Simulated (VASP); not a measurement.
# NaCl (Fm-3m) in VASP: a series of runs

The runs below take NaCl through single point, with PBE.

Program: VASP 6.6.1. These are calculated values, not measurements. Logs are shortened: lines on timing, memory, paths and dates and some standing lists are left out, and cuts for length are marked.

### Step 1. The cell of the first run

The structure is cubic, space group Fm-3m (No. 225). Conventional cell: a = 5.520 Å, b = 5.520 Å, c = 5.520 Å, α = 90.00°, β = 90.00°, γ = 90.00°. Within 3.6 Å of Na (site symmetry m-3m) lie 6 Cl at 2.76 Å. Within 3.6 Å of Cl (site symmetry m-3m) lie 6 Na at 2.76 Å.

### Step 2. Single point, PBE (21.02 Å³/atom)

Input file INCAR:

```
  ALGO = Normal
  EDIFF = 1E-6
  ENCUT = 520
  GGA = PE
  ISIF = 2
  ISMEAR = 0
  LASPH = T
  LCHARG = T
  LELF = T
  LREAL = F
  LVHAR = T
  LWAVE = F
  NBANDS = 14
  NELM = 60
  PREC = Accurate
  SIGMA = 0.02
```

Input file KPOINTS:

```
k-points
0
Gamma
  8 8 8
```

Input file POSCAR:

```
NaCl
1.0
    0.0000000000      2.7599028167      2.7599028167
    2.7599028167      0.0000000000      2.7599028167
    2.7599028167      2.7599028167      0.0000000000
Na Cl
1 1
Direct
    0.0000000000      0.0000000000      0.0000000000
    0.5000000000      0.5000000000      0.5000000000
```

Potentials or basis: VASP PAW PBE potentials, release 64 (Na_pv, Cl).

On the command line:

```console
> cat potpaw_PBE.64/Na_pv/POTCAR potpaw_PBE.64/Cl/POTCAR > POTCAR
> mpirun -np 1 vasp_std > vasp.out
```

OUTCAR:

```text
EDIFF = 1E-6
   ENCUT = 520
   GGA = PE
   ISIF = 2
   ISMEAR = 0
   LASPH = T
   LREAL = F
   NELM = 60
   PREC = Accurate

 ion  position               nearest neighbor table
   1  0.000  0.000  0.000-
   2  0.500  0.500  0.500-

  LATTYP: Found a face centered cubic cell.
 ALAT       =     5.5198056334

  Lattice vectors:

 A1 = (   0.0000000000,   2.7599028167,   2.7599028167)
 A2 = (   2.7599028167,   0.0000000000,   2.7599028167)
 A3 = (   2.7599028167,   2.7599028167,   0.0000000000)

Analysis of symmetry for initial positions (statically):
=====================================================================
 Subroutine PRICEL returns:
 Original cell was already a primitive cell.

 Routine SETGRP: Setting up the symmetry group for a
 face centered cubic supercell.

 Subroutine GETGRP returns: Found 48 space group operations
 (whereof 48 operations were pure point group operations)
 out of a pool of 48 trial point group operations.

The static configuration has the point symmetry O_h .

Analysis of symmetry for dynamics (positions and initial velocities):
=====================================================================
 Subroutine PRICEL returns:
 Original cell was already a primitive cell.

 Routine SETGRP: Setting up the symmetry group for a
 face centered cubic supercell.

 Subroutine GETGRP returns: Found 48 space group operations
 (whereof 48 operations were pure point group operations)
 out of a pool of 48 trial point group operations.

The dynamic configuration has the point symmetry O_h .

 Subroutine INISYM returns: Found 48 space group operations
 (whereof 48 operations are pure point group operations),
 and found     1 'primitive' translations

----------------------------------------------------------------------------------------

                                     Primitive cell

  volume of cell :      42.0447

  direct lattice vectors                    reciprocal lattice vectors
     0.000000000  2.759902817  2.759902817    -0.181165799  0.181165799  0.181165799
     2.759902817  0.000000000  2.759902817     0.181165799 -0.181165799  0.181165799
     2.759902817  2.759902817  0.000000000     0.181165799  0.181165799 -0.181165799

  length of vectors
     3.903091994  3.903091994  3.903091994     0.313788369  0.313788369  0.313788369

  position of ions in fractional coordinates (direct lattice)
     0.000000000  0.000000000  0.000000000
     0.500000000  0.500000000  0.500000000

  ion indices of the primitive-cell ions
   primitive index   ion index
                 1           1
                 2           2

----------------------------------------------------------------------------------------

 KPOINTS: k-points

Automatic generation of k-mesh.
 Grid dimensions read from file:
 generate k-points for:    8    8    8

 Generating k-lattice:

  Cartesian coordinates                     Fractional coordinates (reciprocal lattice)
    -0.022645725  0.022645725  0.022645725     0.125000000  0.000000000  0.000000000
     0.022645725 -0.022645725  0.022645725     0.000000000  0.125000000  0.000000000
     0.022645725  0.022645725 -0.022645725     0.000000000  0.000000000  0.125000000

  Length of vectors
     0.039223546  0.039223546  0.039223546

  Shift w.r.t. Gamma in fractional coordinates (k-lattice)
     0.000000000  0.000000000  0.000000000

 Subroutine IBZKPT returns following result:
 ===========================================

 Found     29 irreducible k-points:

 Following reciprocal coordinates:
            Coordinates               Weight
  0.000000  0.000000  0.000000      1.000000
  0.125000  0.000000  0.000000      8.000000
  0.250000  0.000000  0.000000      8.000000
  0.375000  0.000000  0.000000      8.000000
  0.500000  0.000000  0.000000      4.000000
  0.125000  0.125000  0.000000      6.000000
[... 16 lines left out ...]
  0.500000  0.250000  0.125000     48.000000
 -0.375000  0.250000  0.125000     24.000000
 [... further k-points ...]
   k-points           NKPTS =     29   k-points in BZ     NKDIM =     29   number of bands    NBANDS=     14
   number of dos      NEDOS =    301   number of ions     NIONS =      2
   total plane-waves  NPLWV =  27000
   dimension x,y,z NGX =    30 NGY =   30 NGZ =   30
   dimension x,y,z NGXF=    60 NGYF=   60 NGZF=   60
   ions per type =               1   1
   NGX,Y,Z   is equivalent  to a cutoff of  12.78, 12.78, 12.78 a.u.
   NGXF,Y,Z  is equivalent  to a cutoff of  25.56, 25.56, 25.56 a.u.
 SYSTEM =  unknown system
   PREC   = accura    normal or accurate (medium, high low for compatibility)
   ISTART =      0    job   : 0-new  1-cont  2-samecut
   ICHARG =      2    charge: 1-file 2-atom 10-const
   ISPIN  =      1    spin polarized calculation?
   LNONCOLLINEAR =      F non collinear calculations
   LSORBIT =      F    spin-orbit coupling
   LASPH  =      T    aspherical Exc in radial PAW
   ENCUT  =  520.0 eV  38.22 Ry    6.18 a.u.   7.26  7.26  7.26*2*pi/ulx,y,z
   NELM   =     60;   NELMIN=  2; NELMDL= -5     # of ELM steps
   EDIFF  = 0.1E-05   stopping-criterion for ELM
   LREAL  =      F    real-space projection
   EDIFFG = 0.1E-04   stopping-criterion for IOM
   NSW    =      0    number of steps for IOM
   IBRION =     -1    ionic relax: 0-MD 1-quasi-New 2-CG
   NFREE  =      0    steps in history (QN), initial steepest desc. (CG)
   ISIF   =      2    stress and relaxation
   ISYM   =      2    0-nonsym 1-usesym 2-fastsym
   POTIM  = 0.5000    time-step for ionic-motion
   TEBEG  =    0.0;   TEEND  =   0.0 temperature during run
   PSTRESS=    0.0 pullay stress
   NELECT =      14.0000    total number of electrons
   NUPDOWN=      -1.0000    fix difference up-down
   EMIN   =  10.00;   EMAX   =-10.00  energy-range for DOS
   EFERMI =   0.00;   METHOD = LEGACY
   ISMEAR =     0;   SIGMA  =   0.02  broadening in eV -4-tet -1-fermi 0-gaus
   EFERMI_NEDOS =   21; number of points for ismear=-14 and -15
   IALGO  =     38    algorithm
   IMIX   =      4    mixing-type and parameters
     AMIX     =   0.40;   BMIX     =  1.00
     AMIX_MAG =   1.60;   BMIX_MAG =  1.00
  volume/ion in A,a.u.               =      21.02       141.87
  Fermi-wavevector in a.u.,A,eV,Ry     =   1.134698  2.144269 17.518047  1.287540
  Thomas-Fermi vector in A             =   2.271402
   LORBIT       =      0    0 simple, 1 ext, 2 COOP (PROOUT), +10 PAW based schemes
   GGA     = PE    functional components
   LHFCALC =     F    Hartree Fock is set to
   AEXX    =    0.0000 exact exchange contribution
   IVDW    =     0    specifies the selected vdW correction
   LEPSILON=     F    determine dielectric tensor
   LRPA    =     F    only Hartree local field effects (RPA)
 non-spin polarized calculation
 Gauss-broadening in eV      SIGMA  =   0.02
  energy-cutoff  :      520.00
  volume of cell :       42.04
 maximum number of plane-waves:      1158
 NGX is ok and might be reduce to    30
   NGX = 15   NGY = 15   NGZ = 15

 number of electron      14.0000009 magnetization

 Free energy of the ion-electron system (eV)
  ---------------------------------------------------
  ext. energy  EPLUGINS =         0.00000000
  ---------------------------------------------------
  free energy    TOTEN  =        -6.74445996 eV

  energy without entropy =       -6.74445996  energy(sigma->0) =       -6.74445996

 E-fermi :  -0.1570     XC(G=0):  -8.4462

 val. band max:       -0.3406516981   @ k =   0.0000   0.0000   0.0000
 cond. band min:       5.0276029376   @ k =   0.0000   0.0000   0.0000
 fundamental gap:      5.3682546358
 Fermi energy:        -0.1569758751

 k-point     1 :       0.0000    0.0000    0.0000
  band No.  band energies     occupation
      1     -21.0429      2.00000
      2     -21.0429      2.00000
      3     -21.0429      2.00000
      4     -13.1545      2.00000
      5      -0.3407      2.00000
      6      -0.3407      2.00000
      7      -0.3407      2.00000
      8       5.0276      0.00000
      9      10.8398      0.00000
     10      10.8398      0.00000
     11      10.8398      0.00000
     12      13.0872      0.00000
     13      13.0872      0.00000
     14      14.8011      0.00000

 k-point     2 :       0.1250    0.0000    0.0000
  band No.  band energies     occupation
      1     -21.0488      2.00000
      2     -21.0433      2.00000
      3     -21.0433      2.00000
      4     -13.0980      2.00000
      5      -0.7473      2.00000
      6      -0.3874      2.00000
      7      -0.3874      2.00000
      8       5.5495      0.00000
      9      10.3080      0.00000
     10      11.0493      0.00000
     11      11.0493      0.00000
     12      12.8497      0.00000
     13      12.8497      0.00000
     14      15.7935      0.00000

 k-point     3 :       0.2500    0.0000    0.0000
  band No.  band energies     occupation
      1     -21.0629      2.00000
      2     -21.0443      2.00000
      3     -21.0442      2.00000
      4     -12.9570      2.00000
      5      -1.5501      2.00000
      6      -0.4965      2.00000
      7      -0.4965      2.00000
      8       6.5244      0.00000
      9       9.8337      0.00000
     10      11.1844      0.00000
     11      11.1844      0.00000
     12      13.0886      0.00000
     13      13.0886      0.00000
     14      15.7956      0.00000
[... 324 lines left out ...]
 k-point    23 :       0.5000    0.2500    0.1250
  band No.  band energies     occupation
      1     -21.0717      2.00000
      2     -21.0529      2.00000
      3     -21.0475      2.00000
      4     -12.7562      2.00000
      5      -2.0372      2.00000
      6      -1.1061      2.00000
      7      -0.7457      2.00000
      8       8.0712      0.00000
      9       9.4629      0.00000
     10       9.7769      0.00000
     11      11.8213      0.00000
     12      13.6649      0.00000
     13      16.2082      0.00000
     14      16.5358      0.00000

 k-point    24 :      -0.3750    0.2500    0.1250
  band No.  band energies     occupation
      1     -21.0746      2.00000
      2     -21.0535      2.00000
      3     -21.0485      2.00000
      4     -12.7097      2.00000
      5      -2.1677      2.00000
      6      -1.1932      2.00000
      7      -0.8044      2.00000
      8       8.1537      0.00000
      9       9.4637      0.00000
     10      10.2035      0.00000
     11      11.6295      0.00000
     12      14.3462      0.00000
     13      15.7065      0.00000
     14      16.6825      0.00000

 [... further k-points ...]
[... 5 lines left out ...]
  --------------------------------------------------------------------------------------
  -------------------------------------------------------------------------------------
  Total        0.7219507      0.7219507      0.7219507      0.0000000      0.0000000      0.0000000
  in kB       27.5110254     27.5110254     27.5110254      0.0000000      0.0000000      0.0000000
  external PRESSURE =      27.5110254 kB  Pullay stress =       0.0000000 kB

 VOLUME and BASIS-vectors are now :
 -----------------------------------------------------------------------------
  energy-cutoff  :      520.00
  volume of cell :       42.04
      direct lattice vectors                 reciprocal lattice vectors
     0.000000000  2.759902817  2.759902817    -0.181165799  0.181165799  0.181165799
     2.759902817  0.000000000  2.759902817     0.181165799 -0.181165799  0.181165799
     2.759902817  2.759902817  0.000000000     0.181165799  0.181165799 -0.181165799

 POSITION                                       TOTAL-FORCE (eV/Angst)
 -----------------------------------------------------------------------------------
      0.00000      0.00000      0.00000         0.000000     -0.000000     -0.000000
      2.75990      2.75990      2.75990        -0.000000      0.000000      0.000000
 -----------------------------------------------------------------------------------
    total drift:                               -0.000000      0.000000      0.000000

  FREE ENERGIE OF THE ION-ELECTRON SYSTEM (eV)
  ---------------------------------------------------
  free  energy   TOTEN  =        -6.7444599618 eV

  energy  without entropy=       -6.7444599618  energy(sigma->0) =       -6.74445996
```

Run time: 11 s. Hardware: 1 thread of Intel Xeon 6975P-C (Granite Rapids), shared host; peak memory 0.16 GiB.

Results:

```
Free energy            : -6.7445 eV
Pressure               : 2.8 GPa
Band gap on the k mesh : 5.37 eV
```

### Step 3. Single point, PBE (20.33 Å³/atom)

This run uses another cell than the first one, of 20.33 Å³/atom.

Input file INCAR:

```
  PREC = Accurate
  ENCUT = 520
  EDIFF = 1E-6
  ISMEAR = 0
  SIGMA = 0.02
  LREAL = F
  LASPH = T
  NELM = 80
  ALGO = Normal
  ISIF = 2
  LWAVE = F
  LCHARG = F
  GGA = PE
  NBANDS = 14
```

Input file KPOINTS:

```
regular mesh
0
Gamma
  8 8 8
```

Input file POSCAR:

```
NaCl
1.0
    0.0000000000      2.7292346914      2.7292346914
    2.7292346914      0.0000000000      2.7292346914
    2.7292346914      2.7292346914      0.0000000000
Na Cl
1 1
Direct
    0.0000000000      0.0000000000      0.0000000000
    0.5000000000      0.5000000000      0.5000000000
```

Potentials or basis: VASP PAW PBE potentials, release 64 (Na_pv, Cl).

On the command line:

```console
> cat potpaw_PBE.64/Na_pv/POTCAR potpaw_PBE.64/Cl/POTCAR > POTCAR
> mpirun -np 1 vasp_std > vasp.out
```

OUTCAR:

```text
PREC = Accurate
   ENCUT = 520
   EDIFF = 1E-6
   ISMEAR = 0
   LREAL = F
   LASPH = T
   NELM = 80
   ISIF = 2
   GGA = PE

 ion  position               nearest neighbor table
   1  0.000  0.000  0.000-   2 2.73   2 2.73   2 2.73   2 2.73   2 2.73   2 2.73
   2  0.500  0.500  0.500-   1 2.73   1 2.73   1 2.73   1 2.73   1 2.73   1 2.73

  LATTYP: Found a face centered cubic cell.
 ALAT       =     5.4584693828

  Lattice vectors:

 A1 = (   0.0000000000,   2.7292346914,   2.7292346914)
 A2 = (   2.7292346914,   0.0000000000,   2.7292346914)
[... 586 lines left out ...]
     10      10.5833      0.00000
     11      11.9675      0.00000
     12      14.7368      0.00000
     13      16.1564      0.00000
     14      17.1066      0.00000

 [... further k-points ...]
[... 5 lines left out ...]
  --------------------------------------------------------------------------------------
  -------------------------------------------------------------------------------------
  Total        1.0266042      1.0266042      1.0266042      0.0000000      0.0000000     -0.0000000
  in kB       40.4539546     40.4539546     40.4539546      0.0000000      0.0000000     -0.0000000
  external PRESSURE =      40.4539546 kB  Pullay stress =       0.0000000 kB

 VOLUME and BASIS-vectors are now :
 -----------------------------------------------------------------------------
  energy-cutoff  :      520.00
  volume of cell :       40.66
      direct lattice vectors                 reciprocal lattice vectors
     0.000000000  2.729234691  2.729234691    -0.183201541  0.183201541  0.183201541
     2.729234691  0.000000000  2.729234691     0.183201541 -0.183201541  0.183201541
     2.729234691  2.729234691  0.000000000     0.183201541  0.183201541 -0.183201541

 POSITION                                       TOTAL-FORCE (eV/Angst)
 -----------------------------------------------------------------------------------
      0.00000      0.00000      0.00000         0.000000      0.000000      0.000000
      2.72923      2.72923      2.72923        -0.000000     -0.000000     -0.000000
 -----------------------------------------------------------------------------------
    total drift:                               -0.000000      0.000000      0.000000

  FREE ENERGIE OF THE ION-ELECTRON SYSTEM (eV)
  ---------------------------------------------------
  free  energy   TOTEN  =        -6.7147752262 eV

  energy  without entropy=       -6.7147752262  energy(sigma->0) =       -6.71477523
```

stdout:

```text
POSCAR found type information on POSCAR NaCl
 POSCAR found :  2 types and       2 ions
 scaLAPACK will be used
 LDA part: xc-table for (Slater+PW92), standard interpolation
 POSCAR, INCAR and KPOINTS ok, starting setup
 FFT: planning ... GRIDC
 FFT: planning ... GRID_SOFT
 FFT: planning ... GRID
 WAVECAR not read
 entering main loop
```

Run time: 9.3 s. Hardware: 1 thread of Intel Xeon 6975P-C (Granite Rapids), shared host; peak memory 0.16 GiB.

Results:

| Quantity | Value |
| --- | --- |
| Free energy | -6.7148 eV |
| Pressure | 4.0 GPa |
| Band gap on the k mesh | 5.51 eV |

Caveat: the cell stands under pressure.

### Step 4. Single point, PBE (21.72 Å³/atom)

This run uses another cell than the first one, of 21.72 Å³/atom.

Input file INCAR:

```
PREC     = Accurate       # precision mode
ENCUT    = 520            # plane-wave cutoff, eV
EDIFF    = 1E-7           # SCF threshold, eV
ISMEAR   = 0              # smearing method
SIGMA    = 0.02           # smearing width, eV
LREAL    = F              # projectors in reciprocal space
LASPH    = T              # aspherical terms in the spheres
NELM     = 80             # most SCF steps
ALGO     = Normal         # electronic algorithm
ISIF     = 2              # what is computed and relaxed
LWAVE    = F              # write WAVECAR
LCHARG   = F              # write CHGCAR
GGA      = PE             # functional
NBANDS   = 14             # bands
```

KPOINTS is that of step 3.

Input file POSCAR:

```
NaCl
1.0
    0.0000000000      2.7899041108      2.7899041108
    2.7899041108      0.0000000000      2.7899041108
    2.7899041108      2.7899041108      0.0000000000
Na Cl
1 1
Direct
    0.0000000000      0.0000000000      0.0000000000
    0.5000000000      0.5000000000      0.5000000000
```

On the command line:

```console
> cat potpaw_PBE.64/Na_pv/POTCAR potpaw_PBE.64/Cl/POTCAR > POTCAR
> mpirun -np 1 vasp_std > vasp.out
```

Run time: 12 s. Hardware: 1 thread of Intel Xeon 6975P-C (Granite Rapids), shared host; peak memory 0.16 GiB.

The run converged. Its results:

```
Free energy            : -6.7638 eV
Pressure               : 1.7 GPa
Band gap on the k mesh : 5.23 eV
```

Levels at points of the mesh, in eV from the valence-band top:
| k point | band 5 | band 6 | band 7 | band 8 | band 9 | band 10 |
| --- | --- | --- | --- | --- | --- | --- |
| (0.00, 0.00, 0.00) | 0.00 | 0.00 | 0.00 | 5.23 | 11.15 | 11.15 |
| (0.50, 0.00, 0.00) | -2.02 | -0.28 | -0.28 | 7.33 | 10.89 | 11.05 |
| (0.50, 0.50, 0.00) | -1.74 | -0.63 | -0.63 | 7.63 | 8.05 | 11.55 |

### Step 5. Single point, PBE (22.41 Å³/atom)

This run uses another cell than the first one, of 22.41 Å³/atom.

Input file INCAR:

```
SYSTEM = NaCl
  ALGO = Normal
  EDIFF = 1E-6
  ENCUT = 520
  GGA = PE
  ISIF = 2
  ISMEAR = 0
  LASPH = .TRUE.
  LCHARG = .FALSE.
  LREAL = .FALSE.
  LWAVE = .FALSE.
  NBANDS = 14
  NELM = 100
  PREC = Accurate
  SIGMA = 0.02
```

Input file KPOINTS:

```
k-points
0
G
  8 8 8
  0 0 0
```

Input file POSCAR:

```
NaCl
1.0
    0.0000000000      2.8192736807      2.8192736807
    2.8192736807      0.0000000000      2.8192736807
    2.8192736807      2.8192736807      0.0000000000
Na Cl
1 1
Direct
    0.0000000000      0.0000000000      0.0000000000
    0.5000000000      0.5000000000      0.5000000000
```

On the command line:

```console
> cat potpaw_PBE.64/Na_pv/POTCAR potpaw_PBE.64/Cl/POTCAR > POTCAR
> mpirun -np 1 vasp_std > vasp.out
```

Wall time 9.7 s (1 thread of Intel Xeon 6975P-C (Granite Rapids), shared host); peak memory 0.16 GiB.

It converged, with:

- Free energy: -6.7745 eV
- Pressure: 0.7 GPa
- Band gap on the k mesh: 5.11 eV

Levels at points of the mesh, in eV from the valence-band top:
| k point | band 3 | band 4 | band 5 | band 6 | band 7 | band 8 | band 9 | band 10 | band 11 | band 12 |
| --- | --- | --- | --- | --- | --- | --- | --- | --- | --- | --- |
| (0.00, 0.00, 0.00) | -20.82 | -12.66 | 0.00 | 0.00 | 0.00 | 5.11 | 11.12 | 11.12 | 11.12 | 13.28 |
| (0.50, 0.00, 0.00) | -20.82 | -12.32 | -1.93 | -0.26 | -0.26 | 7.27 | 10.63 | 10.97 | 10.97 | 14.99 |
| (0.50, 0.50, 0.00) | -20.83 | -12.28 | -1.66 | -0.60 | -0.60 | 7.54 | 8.08 | 11.32 | 14.78 | 14.78 |

A k mesh can miss the band edges.

### Step 6. The runs side by side

```tsv
cell	gap on the mesh (eV)	pressure (GPa)
a = 3.903 Å, angles 60.0°, 2 atoms	5.37	2.8
a = 3.860 Å, angles 60.0°, 2 atoms	5.51	4.0
a = 3.946 Å, angles 60.0°, 2 atoms	5.23	1.7
a = 3.987 Å, angles 60.0°, 2 atoms	5.11	0.7
```

Alike in all rows: task single point; level PBE; potentials or basis VASP PAW PBE potentials, release 64 (Na_pv, Cl); no spin polarisation; k mesh 8 × 8 × 8; cutoff (eV) 520; smearing gaussian 0.02 eV.

Caveats: the cell stands under pressure (at least some runs).

Total energies depend on the potentials used, so only differences within one code and one set of settings carry meaning.
